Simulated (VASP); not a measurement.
MnS: single point with PBE

MnS:

```
Mn S
1.0
     1.83000    1.05655    2.97092
    -1.83000    1.05655    2.97092
     0.00000   -2.11310    2.97092
Mn S
1 1
Direct
  0.00000 0.00000 0.00000
  0.50000 0.50000 0.50000
```

* Program: VASP 6.6.1
* Task: single point
* Functional: PBE
* Potentials or basis: VASP PAW PBE potentials, release 64 (Mn_pv, S)
* Cutoff: 520 eV
* k mesh: 8 × 8 × 8
* Occupations: fermi-dirac, width 0.05 eV
* Spin: collinear spin, ferromagnetic start
* Starting moments: [2.0, 0.0] μB
* Fixed moment: 2 μB
* Dipole correction: no
* Further INCAR settings: ALGO = Normal; EDIFF = 1e-06; NBANDS = 20

* Pressure: -19.0 GPa
* Net moment: 2.00 μB per cell
* Site moments: Mn +2.02; S -0.05 μB
* Valence electrons inside the program's atomic spheres: Mn 11.41; S 3.64

Stress tensor (GPa, compression positive):
```
-19.13   0.00   0.00
  0.00 -19.13   0.00
  0.00   0.00 -18.72
```

Run time: 44 s on 1 thread of Intel(R) Xeon(R) 6975P-C (Granite Rapids) (shared host), peak memory 0.21 GiB.

Caveat: the total moment is fixed, so each spin has its own Fermi level; a cell with one magnetic atom can't hold antiferromagnetic order, which such compounds often take.
